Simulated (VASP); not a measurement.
# YSe2 (Immm) in VASP: notebook

The runs below take YSe2 through single point, with PBE.

Program: VASP 6.6.1. These are calculated values, not measurements. Logs are shortened: lines on timing, memory, paths and dates and some standing lists are left out, and cuts for length are marked.

**1. The cell of the first run**

Symmetry: Immm, No. 71, orthorhombic system. The conventional cell has a = 4.003 Å, b = 5.584 Å, c = 13.098 Å, α = 90.00°, β = 90.00°, γ = 90.00°. Y (site symmetry mm2) has 8 Se at 2.74 to 3.05 Å within 3.6 Å. Within 3.8 Å of Se (site symmetry mm2) lie 4 Y at 2.74 to 2.89 Å and 8 Se at 3.62 to 3.73 Å. Within 3.3 Å of Se (site symmetry m2m) lie 2 Se at 2.36 to 3.22 Å and 4 Y at 3.05 Å.

**2. Single point, PBE (24.40 Å³/atom)**

INCAR

```
SYSTEM = YSe2
ALGO = Normal ; EDIFF = 1E-6
ENCUT = 520 ; GGA = PE
ISIF = 2 ; ISMEAR = 0
LASPH = .TRUE. ; LCHARG = .TRUE.
LELF = .TRUE. ; LREAL = .FALSE.
LVHAR = .TRUE. ; LWAVE = .FALSE.
NBANDS = 32 ; NELM = 100
PREC = Accurate ; SIGMA = 0.01
```

KPOINTS

```
k-points
0
G
  6 6 6
  0 0 0
```

POSCAR

```
YSe2
1.0
   -2.0013949865      2.7920711702      6.5487547863
    2.0013949865     -2.7920711702      6.5487547863
    2.0013949865      2.7920711702     -6.5487547863
Y Se
2 4
Direct
    0.8494990156      0.8494990156      0.0000000000
    0.1505009844      0.1505009844      0.0000000000
    0.7062520812      0.2062520812      0.5000000000
    0.2937479188      0.7937479188      0.5000000000
    0.7883841575      0.5000000000      0.2883841575
    0.2116158425      0.5000000000      0.7116158425
```

Potentials or basis: VASP PAW PBE potentials, release 64 (Y_sv, Se).

On the command line:

```console
> cat potpaw_PBE.64/Y_sv/POTCAR potpaw_PBE.64/Se/POTCAR > POTCAR
> mpirun -np 1 vasp_std > vasp.out
```

OUTCAR:

```text
SYSTEM = YSe2
   EDIFF = 1E-6
   ENCUT = 520
   GGA = PE
   ISIF = 2
   ISMEAR = 0
   LASPH = .TRUE.
   LREAL = .FALSE.
   NELM = 100
   PREC = Accurate

 ion  position               nearest neighbor table
   1  0.849  0.849  0.000-   3 2.74   3 2.74   4 2.89   4 2.89   6 3.05   5 3.05   6 3.05   5 3.05
                             2 3.94   2 4.31   2 4.31   2 4.31   2 4.31
   2  0.151  0.151  0.000-   4 2.74   4 2.74   3 2.89   3 2.89   5 3.05   6 3.05   6 3.05   5 3.05
                             1 3.94   1 4.31   1 4.31   1 4.31   1 4.31
   3  0.706  0.206  0.500-   1 2.74   1 2.74   2 2.89   2 2.89
   4  0.294  0.794  0.500-   2 2.74   2 2.74   1 2.89   1 2.89
   5  0.788  0.500  0.288-   6 2.36   2 3.05   1 3.05   1 3.05   2 3.05
   6  0.212  0.500  0.712-   5 2.36   1 3.05   2 3.05   2 3.05   1 3.05

  LATTYP: Found a body centered orthorhombic cell.
 ALAT       =     4.0027899730
 B/A-ratio  =     1.3950625384
 C/A-ratio  =     3.2720951289

  Lattice vectors:

 A1 = (  -2.0013949865,   2.7920711702,   6.5487547863)
 A2 = (   2.0013949865,  -2.7920711702,   6.5487547863)
 A3 = (   2.0013949865,   2.7920711702,  -6.5487547863)

Analysis of symmetry for initial positions (statically):
=====================================================================
 Subroutine PRICEL returns:
 Original cell was already a primitive cell.

 Routine SETGRP: Setting up the symmetry group for a
 body centered orthorhombic supercell.

 Subroutine GETGRP returns: Found  8 space group operations
 (whereof  8 operations were pure point group operations)
 out of a pool of  8 trial point group operations.

The static configuration has the point symmetry D_2h.

Analysis of symmetry for dynamics (positions and initial velocities):
=====================================================================
 Subroutine PRICEL returns:
 Original cell was already a primitive cell.

 Routine SETGRP: Setting up the symmetry group for a
 body centered orthorhombic supercell.

 Subroutine GETGRP returns: Found  8 space group operations
 (whereof  8 operations were pure point group operations)
 out of a pool of  8 trial point group operations.

The dynamic configuration has the point symmetry D_2h.

 Subroutine INISYM returns: Found  8 space group operations
 (whereof  8 operations are pure point group operations),
 and found     1 'primitive' translations

----------------------------------------------------------------------------------------

                                     Primitive cell

  volume of cell :     146.3787

  direct lattice vectors                    reciprocal lattice vectors
    -2.001394986  2.792071170  6.548754786     0.000000000  0.179078530  0.076350393
     2.001394986 -2.792071170  6.548754786     0.249825748  0.000000000  0.076350393
     2.001394986  2.792071170 -6.548754786     0.249825748  0.179078530  0.000000000

  length of vectors
     7.395095169  7.395095169  7.395095169     0.194675377  0.261232247  0.307379284

  position of ions in fractional coordinates (direct lattice)
     0.849499016  0.849499016  0.000000000
     0.150500984  0.150500984  0.000000000
     0.706252081  0.206252081  0.500000000
     0.293747919  0.793747919  0.500000000
     0.788384157  0.500000000  0.288384157
     0.211615843  0.500000000  0.711615843

  ion indices of the primitive-cell ions
   primitive index   ion index
                 1           1
                 2           2
                 3           3
                 4           4
                 5           5
                 6           6

----------------------------------------------------------------------------------------

 KPOINTS: k-points

Automatic generation of k-mesh.
 Grid dimensions read from file:
 generate k-points for:    6    6    6

 Generating k-lattice:

  Cartesian coordinates                     Fractional coordinates (reciprocal lattice)
     0.000000000  0.029846422  0.012725065     0.166666667  0.000000000  0.000000000
     0.041637625  0.000000000  0.012725065     0.000000000  0.166666667  0.000000000
     0.041637625  0.029846422  0.000000000     0.000000000  0.000000000  0.166666667

  Length of vectors
     0.032445896  0.043538708  0.051229881

  Shift w.r.t. Gamma in fractional coordinates (k-lattice)
     0.000000000  0.000000000  0.000000000

 Subroutine IBZKPT returns following result:
 ===========================================

 Found     46 irreducible k-points:

 Following reciprocal coordinates:
            Coordinates               Weight
  0.000000  0.000000  0.000000      1.000000
  0.166667  0.000000 -0.000000      4.000000
  0.333333  0.000000 -0.000000      4.000000
  0.500000  0.000000 -0.000000      2.000000
  0.000000  0.166667 -0.000000      4.000000
  0.166667  0.166667  0.000000      8.000000
[... 16 lines left out ...]
 -0.166667  0.166667  0.166667      2.000000
  0.166667  0.333333  0.166667      4.000000
 [... further k-points ...]
   k-points           NKPTS =     46   k-points in BZ     NKDIM =     46   number of bands    NBANDS=     32
   number of dos      NEDOS =    301   number of ions     NIONS =      6
   total plane-waves  NPLWV = 175616
   dimension x,y,z NGX =    56 NGY =   56 NGZ =   56
   dimension x,y,z NGXF=   112 NGYF=  112 NGZF=  112
   ions per type =               2   4
   NGX,Y,Z   is equivalent  to a cutoff of  12.59, 12.59, 12.59 a.u.
   NGXF,Y,Z  is equivalent  to a cutoff of  25.18, 25.18, 25.18 a.u.
 SYSTEM =  YSe2
   PREC   = accura    normal or accurate (medium, high low for compatibility)
   ISTART =      0    job   : 0-new  1-cont  2-samecut
   ICHARG =      2    charge: 1-file 2-atom 10-const
   ISPIN  =      1    spin polarized calculation?
   LNONCOLLINEAR =      F non collinear calculations
   LSORBIT =      F    spin-orbit coupling
   LASPH  =      T    aspherical Exc in radial PAW
   ENCUT  =  520.0 eV  38.22 Ry    6.18 a.u.  13.75 13.75 13.75*2*pi/ulx,y,z
   NELM   =    100;   NELMIN=  2; NELMDL= -5     # of ELM steps
   EDIFF  = 0.1E-05   stopping-criterion for ELM
   LREAL  =      F    real-space projection
   EDIFFG = 0.1E-04   stopping-criterion for IOM
   NSW    =      0    number of steps for IOM
   IBRION =     -1    ionic relax: 0-MD 1-quasi-New 2-CG
   NFREE  =      0    steps in history (QN), initial steepest desc. (CG)
   ISIF   =      2    stress and relaxation
   ISYM   =      2    0-nonsym 1-usesym 2-fastsym
   POTIM  = 0.5000    time-step for ionic-motion
   TEBEG  =    0.0;   TEEND  =   0.0 temperature during run
   PSTRESS=    0.0 pullay stress
   NELECT =      46.0000    total number of electrons
   NUPDOWN=      -1.0000    fix difference up-down
   EMIN   =  10.00;   EMAX   =-10.00  energy-range for DOS
   EFERMI =   0.00;   METHOD = LEGACY
   ISMEAR =     0;   SIGMA  =   0.01  broadening in eV -4-tet -1-fermi 0-gaus
   EFERMI_NEDOS =   21; number of points for ismear=-14 and -15
   IALGO  =     38    algorithm
   IMIX   =      4    mixing-type and parameters
     AMIX     =   0.40;   BMIX     =  1.00
     AMIX_MAG =   1.60;   BMIX_MAG =  1.00
  volume/ion in A,a.u.               =      24.40       164.64
  Fermi-wavevector in a.u.,A,eV,Ry     =   1.113016  2.103295 16.854962  1.238805
  Thomas-Fermi vector in A             =   2.249596
   LORBIT       =      0    0 simple, 1 ext, 2 COOP (PROOUT), +10 PAW based schemes
   GGA     = PE    functional components
   LHFCALC =     F    Hartree Fock is set to
   AEXX    =    0.0000 exact exchange contribution
   IVDW    =     0    specifies the selected vdW correction
   LEPSILON=     F    determine dielectric tensor
   LRPA    =     F    only Hartree local field effects (RPA)
 non-spin polarized calculation
 Gauss-broadening in eV      SIGMA  =   0.01
  energy-cutoff  :      520.00
  volume of cell :      146.38
 maximum number of plane-waves:      3974
   NGX = 27   NGY = 27   NGZ = 27

 number of electron      46.0000000 magnetization

 Free energy of the ion-electron system (eV)
  ---------------------------------------------------
  ext. energy  EPLUGINS =         0.00000000
  ---------------------------------------------------
  free energy    TOTEN  =       -36.09814352 eV

  energy without entropy =      -36.09814352  energy(sigma->0) =      -36.09814352

 E-fermi :   3.8496     XC(G=0):  -9.7624

 val. band max:        3.7791823994   @ k =   0.5000   0.5000   0.5000
 cond. band min:       3.9293848565   @ k =   0.3333  -0.1667   0.1667
 fundamental gap:      0.1502024571
 Fermi energy:         3.8496443458

 k-point     1 :       0.0000    0.0000    0.0000
  band No.  band energies     occupation
      1     -38.5869      2.00000
      2     -38.5779      2.00000
      3     -18.7722      2.00000
      4     -18.6165      2.00000
      5     -18.5840      2.00000
      6     -18.5687      2.00000
[... 24 lines left out ...]
     31       7.8135      0.00000
     32       7.8555      0.00000

 k-point     2 :       0.1667    0.0000   -0.0000
  band No.  band energies     occupation
      1     -38.5864      2.00000
      2     -38.5784      2.00000
      3     -18.7683      2.00000
      4     -18.6318      2.00000
      5     -18.5762      2.00000
      6     -18.5690      2.00000
[... 24 lines left out ...]
     31       7.5436      0.00000
     32       7.8565      0.00000

 k-point     3 :       0.3333    0.0000   -0.0000
  band No.  band energies     occupation
      1     -38.5851      2.00000
      2     -38.5795      2.00000
      3     -18.7589      2.00000
      4     -18.6561      2.00000
      5     -18.5695      2.00000
      6     -18.5680      2.00000
[... 24 lines left out ...]
     31       7.9163      0.00000
     32       8.3719      0.00000

 k-point     4 :       0.5000    0.0000   -0.0000
  band No.  band energies     occupation
      1     -38.5843      2.00000
      2     -38.5804      2.00000
      3     -18.7531      2.00000
      4     -18.6680      2.00000
      5     -18.5697      2.00000
      6     -18.5637      2.00000
[... 654 lines left out ...]
     31       8.3688      0.00000
     32       8.8387      0.00000

 k-point    23 :      -0.1667    0.1667    0.1667
  band No.  band energies     occupation
      1     -38.5807      2.00000
      2     -38.5745      2.00000
      3     -18.7267      2.00000
      4     -18.6864      2.00000
      5     -18.6786      2.00000
      6     -18.6036      2.00000
[... 24 lines left out ...]
     31       8.5947      0.00000
     32       8.6769      0.00000

 k-point    24 :       0.1667    0.3333    0.1667
  band No.  band energies     occupation
      1     -38.5778      2.00000
      2     -38.5741      2.00000
      3     -18.7503      2.00000
      4     -18.7195      2.00000
      5     -18.6820      2.00000
      6     -18.6106      2.00000
[... 24 lines left out ...]
     31       8.3025      0.00000
     32       8.8963      0.00000

 [... further k-points ...]
[... 5 lines left out ...]
  --------------------------------------------------------------------------------------
  -------------------------------------------------------------------------------------
  Total        4.0344745      4.7188177      3.7925815      0.0000000      0.0000000      0.0000000
  in kB       44.1590326     51.6494582     41.5114107      0.0000000      0.0000000      0.0000000
  external PRESSURE =      45.7733005 kB  Pullay stress =       0.0000000 kB

 VOLUME and BASIS-vectors are now :
 -----------------------------------------------------------------------------
  energy-cutoff  :      520.00
  volume of cell :      146.38
      direct lattice vectors                 reciprocal lattice vectors
    -2.001394986  2.792071170  6.548754786     0.000000000  0.179078530  0.076350393
     2.001394986 -2.792071170  6.548754786     0.249825748  0.000000000  0.076350393
     2.001394986  2.792071170 -6.548754786     0.249825748  0.179078530  0.000000000

 POSITION                                       TOTAL-FORCE (eV/Angst)
 -----------------------------------------------------------------------------------
      0.00000      0.00000     11.12632        -0.000000      0.000000      0.259746
      0.00000      0.00000      1.97119        -0.000000     -0.000000     -0.259746
      0.00000      2.79207      2.70139         0.000000     -0.000000     -0.323880
      2.00139      0.00000      3.84737        -0.000000      0.000000      0.323880
      0.00000      1.61038      6.54875        -0.000000     -0.667029      0.000000
      2.00139      1.18169     -0.00000        -0.000000      0.667029     -0.000000
 -----------------------------------------------------------------------------------
    total drift:                               -0.000000      0.000000     -0.000000

  FREE ENERGIE OF THE ION-ELECTRON SYSTEM (eV)
  ---------------------------------------------------
  free  energy   TOTEN  =       -36.0981435245 eV

  energy  without entropy=      -36.0981435245  energy(sigma->0) =      -36.09814352
```

It took 14 min on 1 thread of Intel Xeon 8259CL, shared host; peak memory 0.56 GiB.

What came out:

- Free energy: -36.0981 eV
- Pressure: 4.6 GPa
- Largest force: 0.667 eV/Å
- Band gap on the k mesh: 0.15 eV (least direct gap 0.73 eV)

Forces in eV/Å, atoms in the order of the input:
```
Y    0.000  0.000  0.260
Y    0.000  0.000 -0.260
Se   0.000  0.000 -0.324
Se   0.000  0.000  0.324
Se   0.000 -0.667  0.000
Se   0.000  0.667  0.000
```

Caveat: the cell stands under pressure.

[end of part 1 of 2]
